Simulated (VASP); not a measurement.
# NiO (Fm-3m) in VASP: a series of runs

The runs below take NiO through single point, relaxation of cell and atoms, with PBE.

Program: VASP 6.6.1. These are calculated values, not measurements. Logs are shortened: lines on timing, memory, paths and dates and some standing lists are left out, and cuts for length are marked.

**Experimental background.**

“Local correlations, non-local screening, multiplets, and band formation in NiO”, 2012, arxiv:1210.6675 quotes, for a bulk crystal of NiO: band gap 4.3 eV.

The results are compared with them further down.

## 1. The cell of the first run

The structure is cubic, space group Fm-3m (No. 225). The conventional cell has a = 4.217 Å, b = 4.217 Å, c = 4.217 Å, α = 90.00°, β = 90.00°, γ = 90.00°. Ni (site symmetry m-3m) has 6 O at 2.11 Å within 2.8 Å. Within 2.8 Å of O (site symmetry m-3m) lie 6 Ni at 2.11 Å.

## 2. Single point, PBE, collinear spin, ferromagnetic start

Input file INCAR:

```
ALGO     = Normal         # electronic algorithm
EDIFF    = 1E-7           # SCF threshold, eV
ENCUT    = 520            # plane-wave cutoff, eV
GGA      = PE             # functional
ISIF     = 2              # what is computed and relaxed
ISMEAR   = 0              # smearing method
ISPIN    = 2              # spin polarisation
LASPH    = True           # aspherical terms in the spheres
LCHARG   = False          # write CHGCAR
LMAXMIX  = 4              # l up to which the mixer works
LORBIT   = 11             # projections on sites
LREAL    = False          # projectors in reciprocal space
LWAVE    = False          # write WAVECAR
MAGMOM   = 1.64 0.34      # initial moments
NBANDS   = 19             # bands
NELM     = 150            # most SCF steps
PREC     = Accurate       # precision mode
SIGMA    = 0.1            # smearing width, eV
```

Input file KPOINTS:

```
k-points
0
Gamma
  18 18 18
```

Input file POSCAR:

```
NiO
1.0
    0.0000000000      2.1082515881      2.1082515881
    2.1082515881      0.0000000000      2.1082515881
    2.1082515881      2.1082515881      0.0000000000
Ni O
1 1
Direct
    0.0000000000      0.0000000000      0.0000000000
    0.5000000000      0.5000000000      0.5000000000
```

Potentials or basis: VASP PAW PBE potentials, release 64 (Ni, O).

Run with:

```
> cat potpaw_PBE.64/Ni/POTCAR potpaw_PBE.64/O/POTCAR > POTCAR
> mpirun -np 1 vasp_std > vasp.out
```

OUTCAR:

```text
EDIFF = 1E-7
   ENCUT = 520
   GGA = PE
   ISIF = 2
   ISMEAR = 0
   ISPIN = 2
   LASPH = True
   LORBIT = 11
   LREAL = False
   NELM = 150
   PREC = Accurate

 ion  position               nearest neighbor table
   1  0.000  0.000  0.000-   2 2.11   2 2.11   2 2.11   2 2.11   2 2.11   2 2.11
   2  0.500  0.500  0.500-   1 2.11   1 2.11   1 2.11   1 2.11   1 2.11   1 2.11

  LATTYP: Found a face centered cubic cell.
 ALAT       =     4.2165031762

  Lattice vectors:

 A1 = (   0.0000000000,   2.1082515881,   2.1082515881)
 A2 = (   2.1082515881,   0.0000000000,   2.1082515881)
 A3 = (   2.1082515881,   2.1082515881,   0.0000000000)

Analysis of symmetry for initial positions (statically):
=====================================================================
 Subroutine PRICEL returns:
 Original cell was already a primitive cell.

 Routine SETGRP: Setting up the symmetry group for a
 face centered cubic supercell.

 Subroutine GETGRP returns: Found 48 space group operations
 (whereof 48 operations were pure point group operations)
 out of a pool of 48 trial point group operations.

The static configuration has the point symmetry O_h .

Analysis of symmetry for dynamics (positions and initial velocities):
=====================================================================
 Subroutine PRICEL returns:
 Original cell was already a primitive cell.

 Routine SETGRP: Setting up the symmetry group for a
 face centered cubic supercell.

 Subroutine GETGRP returns: Found 48 space group operations
 (whereof 48 operations were pure point group operations)
 out of a pool of 48 trial point group operations.

The dynamic configuration has the point symmetry O_h .

Analysis of structural, dynamic, and magnetic symmetry:
=====================================================================
 Subroutine PRICEL returns:
 Original cell was already a primitive cell.

 Routine SETGRP: Setting up the symmetry group for a
 face centered cubic supercell.

 Subroutine GETGRP returns: Found 48 space group operations
 (whereof 48 operations were pure point group operations)
 out of a pool of 48 trial point group operations.

The overall configuration has the point symmetry O_h .

 Subroutine INISYM returns: Found 48 space group operations
 (whereof 48 operations are pure point group operations),
 and found     1 'primitive' translations

----------------------------------------------------------------------------------------

                                     Primitive cell

  volume of cell :      18.7412

  direct lattice vectors                    reciprocal lattice vectors
     0.000000000  2.108251588  2.108251588    -0.237163346  0.237163346  0.237163346
     2.108251588  0.000000000  2.108251588     0.237163346 -0.237163346  0.237163346
     2.108251588  2.108251588  0.000000000     0.237163346  0.237163346 -0.237163346

  length of vectors
     2.981517989  2.981517989  2.981517989     0.410778964  0.410778964  0.410778964

  position of ions in fractional coordinates (direct lattice)
     0.000000000  0.000000000  0.000000000
     0.500000000  0.500000000  0.500000000

  ion indices of the primitive-cell ions
   primitive index   ion index
                 1           1
                 2           2

----------------------------------------------------------------------------------------

 KPOINTS: k-points

Automatic generation of k-mesh.
 Grid dimensions read from file:
 generate k-points for:   18   18   18

 Generating k-lattice:

  Cartesian coordinates                     Fractional coordinates (reciprocal lattice)
    -0.013175741  0.013175741  0.013175741     0.055555556  0.000000000  0.000000000
     0.013175741 -0.013175741  0.013175741     0.000000000  0.055555556  0.000000000
     0.013175741  0.013175741 -0.013175741     0.000000000  0.000000000  0.055555556

  Length of vectors
     0.022821054  0.022821054  0.022821054

  Shift w.r.t. Gamma in fractional coordinates (k-lattice)
     0.000000000  0.000000000  0.000000000

 Subroutine IBZKPT returns following result:
 ===========================================

 Found    195 irreducible k-points:

 Following reciprocal coordinates:
            Coordinates               Weight
  0.000000  0.000000  0.000000      1.000000
  0.055556  0.000000  0.000000      8.000000
  0.111111  0.000000  0.000000      8.000000
  0.166667  0.000000  0.000000      8.000000
  0.222222  0.000000  0.000000      8.000000
  0.277778  0.000000  0.000000      8.000000
[... 16 lines left out ...]
 -0.277778  0.055556  0.000000     24.000000
 -0.222222  0.055556  0.000000     24.000000
 [... further k-points ...]
   k-points           NKPTS =    195   k-points in BZ     NKDIM =    195   number of bands    NBANDS=     19
   number of dos      NEDOS =    301   number of ions     NIONS =      2
   total plane-waves  NPLWV =  13824
   dimension x,y,z NGX =    24 NGY =   24 NGZ =   24
   dimension x,y,z NGXF=    48 NGYF=   48 NGZF=   48
   ions per type =               1   1
   NGX,Y,Z   is equivalent  to a cutoff of  13.38, 13.38, 13.38 a.u.
   NGXF,Y,Z  is equivalent  to a cutoff of  26.76, 26.76, 26.76 a.u.
 SYSTEM =  unknown system
   PREC   = accura    normal or accurate (medium, high low for compatibility)
   ISTART =      0    job   : 0-new  1-cont  2-samecut
   ICHARG =      2    charge: 1-file 2-atom 10-const
   ISPIN  =      2    spin polarized calculation?
   LNONCOLLINEAR =      F non collinear calculations
   LSORBIT =      F    spin-orbit coupling
   LASPH  =      T    aspherical Exc in radial PAW
   ENCUT  =  520.0 eV  38.22 Ry    6.18 a.u.   5.54  5.54  5.54*2*pi/ulx,y,z
   NELM   =    150;   NELMIN=  2; NELMDL= -5     # of ELM steps
   EDIFF  = 0.1E-06   stopping-criterion for ELM
   LREAL  =      F    real-space projection
   EDIFFG = 0.1E-05   stopping-criterion for IOM
   NSW    =      0    number of steps for IOM
   IBRION =     -1    ionic relax: 0-MD 1-quasi-New 2-CG
   NFREE  =      0    steps in history (QN), initial steepest desc. (CG)
   ISIF   =      2    stress and relaxation
   ISYM   =      2    0-nonsym 1-usesym 2-fastsym
   POTIM  = 0.5000    time-step for ionic-motion
   TEBEG  =    0.0;   TEEND  =   0.0 temperature during run
   PSTRESS=    0.0 pullay stress
   NELECT =      16.0000    total number of electrons
   NUPDOWN=      -1.0000    fix difference up-down
   EMIN   =  10.00;   EMAX   =-10.00  energy-range for DOS
   EFERMI =   0.00;   METHOD = LEGACY
   ISMEAR =     0;   SIGMA  =   0.10  broadening in eV -4-tet -1-fermi 0-gaus
   EFERMI_NEDOS =   21; number of points for ismear=-14 and -15
   IALGO  =     38    algorithm
   IMIX   =      4    mixing-type and parameters
     AMIX     =   0.40;   BMIX     =  1.00
     AMIX_MAG =   1.60;   BMIX_MAG =  1.00
  volume/ion in A,a.u.               =       9.37        63.24
  Fermi-wavevector in a.u.,A,eV,Ry     =   1.553039  2.934818 32.816306  2.411930
  Thomas-Fermi vector in A             =   2.657328
   LORBIT       =     11    0 simple, 1 ext, 2 COOP (PROOUT), +10 PAW based schemes
   GGA     = PE    functional components
   LHFCALC =     F    Hartree Fock is set to
   AEXX    =    0.0000 exact exchange contribution
   IVDW    =     0    specifies the selected vdW correction
   LEPSILON=     F    determine dielectric tensor
   LRPA    =     F    only Hartree local field effects (RPA)
 spin polarized calculation
 Gauss-broadening in eV      SIGMA  =   0.10
  energy-cutoff  :      520.00
  volume of cell :       18.74
 maximum number of plane-waves:       531
 NGX is ok and might be reduce to    24
   NGX = 11   NGY = 11   NGZ = 11

 number of electron      16.0000014 magnetization       1.7696745

 Free energy of the ion-electron system (eV)
  ---------------------------------------------------
  ext. energy  EPLUGINS =         0.00000000
  ---------------------------------------------------
  free energy    TOTEN  =       -11.48189795 eV

  energy without entropy =      -11.47592613  energy(sigma->0) =      -11.47891204

 E-fermi :   7.4790     XC(G=0): -12.5129

 val. band max:        7.4786514277   @ k =   0.1667   0.0556   0.0000
 cond. band min:       7.4822864340   @ k =  -0.3889   0.1667   0.0556
 fundamental gap:      0.0036350063
 Fermi energy:         7.4789907930

 spin component 1

 k-point     1 :       0.0000    0.0000    0.0000
  band No.  band energies     occupation
      1     -12.6128      1.00000
      2       4.3735      1.00000
      3       4.3735      1.00000
      4       4.6111      1.00000
      5       4.6111      1.00000
      6       4.6111      1.00000
[... 11 lines left out ...]
     18      33.0460      0.00000
     19      33.0460      0.00000

 k-point     2 :       0.0556    0.0000    0.0000
  band No.  band energies     occupation
      1     -12.5793      1.00000
      2       3.9939      1.00000
      3       3.9939      1.00000
      4       4.2135      1.00000
      5       4.8160      1.00000
      6       4.8160      1.00000
[... 476 lines left out ...]
 k-point    24 :      -0.2222    0.0556    0.0000
  band No.  band energies     occupation
      1     -12.0335      1.00000
      2       1.5655      1.00000
      3       2.4574      1.00000
      4       2.7667      1.00000
      5       5.0937      1.00000
      6       5.1397      1.00000
[... 11 lines left out ...]
     18      37.2121      0.00000
     19      38.2644      0.00000

 [... further k-points ...]

 spin component 2

 k-point     1 :       0.0000    0.0000    0.0000
  band No.  band energies     occupation
      1     -12.1688      1.00000
      2       5.1218      1.00000
      3       5.1218      1.00000
      4       5.1219      1.00000
      5       5.7044      1.00000
      6       5.7046      1.00000
[... 11 lines left out ...]
     18      33.6429      0.00000
     19      33.6432      0.00000

 k-point     2 :       0.0556    0.0000    0.0000
  band No.  band energies     occupation
      1     -12.1343      1.00000
      2       4.7524      1.00000
      3       4.9509      1.00000
      4       4.9509      1.00000
      5       5.7630      1.00000
      6       5.7631      1.00000
[... 476 lines left out ...]
 k-point    24 :      -0.2222    0.0556    0.0000
  band No.  band energies     occupation
      1     -11.5704      1.00000
      2       2.0452      1.00000
      3       3.6436      1.00000
      4       3.7279      1.00000
      5       6.0511      1.00000
      6       6.2581      1.00000
[... 11 lines left out ...]
     18      37.7418      0.00000
     19      38.8631      0.00000

 [... further k-points ...]
[... 5 lines left out ...]
  --------------------------------------------------------------------------------------
  -------------------------------------------------------------------------------------
  Total       -0.0486934     -0.0486934     -0.0486934     -0.0000000     -0.0000000     -0.0000000
  in kB       -4.1627814     -4.1627814     -4.1627814     -0.0000000     -0.0000000     -0.0000000
  external PRESSURE =      -4.1627814 kB  Pullay stress =       0.0000000 kB

 VOLUME and BASIS-vectors are now :
 -----------------------------------------------------------------------------
  energy-cutoff  :      520.00
  volume of cell :       18.74
      direct lattice vectors                 reciprocal lattice vectors
     0.000000000  2.108251588  2.108251588    -0.237163346  0.237163346  0.237163346
     2.108251588  0.000000000  2.108251588     0.237163346 -0.237163346  0.237163346
     2.108251588  2.108251588  0.000000000     0.237163346  0.237163346 -0.237163346

 POSITION                                       TOTAL-FORCE (eV/Angst)
 -----------------------------------------------------------------------------------
      0.00000      0.00000      0.00000         0.000000     -0.000000     -0.000000
      2.10825      2.10825      2.10825        -0.000000      0.000000      0.000000
 -----------------------------------------------------------------------------------
    total drift:                                0.000000     -0.000000     -0.000000

  FREE ENERGIE OF THE ION-ELECTRON SYSTEM (eV)
  ---------------------------------------------------
  free  energy   TOTEN  =       -11.4818979515 eV

  energy  without entropy=      -11.4759261329  energy(sigma->0) =      -11.47891204

 total charge

# of ion       s       p       d       tot
------------------------------------------
    1        0.323   0.383   8.227   8.934
    2        1.557   3.409   0.000   4.966
--------------------------------------------------
tot          1.880   3.792   8.227  13.899

 magnetization (x)

# of ion       s       p       d       tot
------------------------------------------
    1        0.011   0.015   1.429   1.454
    2        0.027   0.243   0.000   0.271
--------------------------------------------------
tot          0.038   0.258   1.429   1.725
```

It took 3.8 min on 1 thread of Oxide Virtual Turin-like, shared host; peak memory 0.2 GiB.

What came out:

```
Free energy                                           : -11.4819 eV
Pressure                                              : -0.4 GPa
Net moment                                            : 1.77 μB per cell
Site moments                                          : Ni +1.45; O +0.27 μB
Valence electrons inside the program's atomic spheres : Ni 8.93; O 4.97
```

Levels at points of the mesh, in eV from the Fermi level:
Spin up:
```tsv
k point	band 7	band 8	band 9	band 10	band 11	band 12
(0.00, 0.00, 0.00)	-2.59	-2.59	-2.59	1.39	17.77	18.71
(0.50, 0.00, 0.00)	-1.42	0.23	0.23	5.55	9.70	13.83
(0.50, 0.50, 0.00)	-2.29	-1.65	-1.65	5.95	10.39	12.11
```
Spin down:
```
           k point  band 4  band 5  band 6  band 7  band 8  band 9  band 10  band 11
(0.00, 0.00, 0.00)   -2.36   -1.77   -1.77   -1.77   -0.54   -0.54     1.74    17.71
(0.50, 0.00, 0.00)   -4.60   -0.93   -0.93   -0.57    2.17    2.17     5.71    10.22
(0.50, 0.50, 0.00)   -3.67   -2.69   -0.75   -0.75   -0.13    0.35     6.41    10.75
```

Caveat: a cell with one magnetic atom can't hold antiferromagnetic order, which such compounds often take; semilocal functionals often make such compounds metallic where correlation or magnetic order opens a gap, which also shifts bond lengths.

(Part 1 of 2 ends here.)
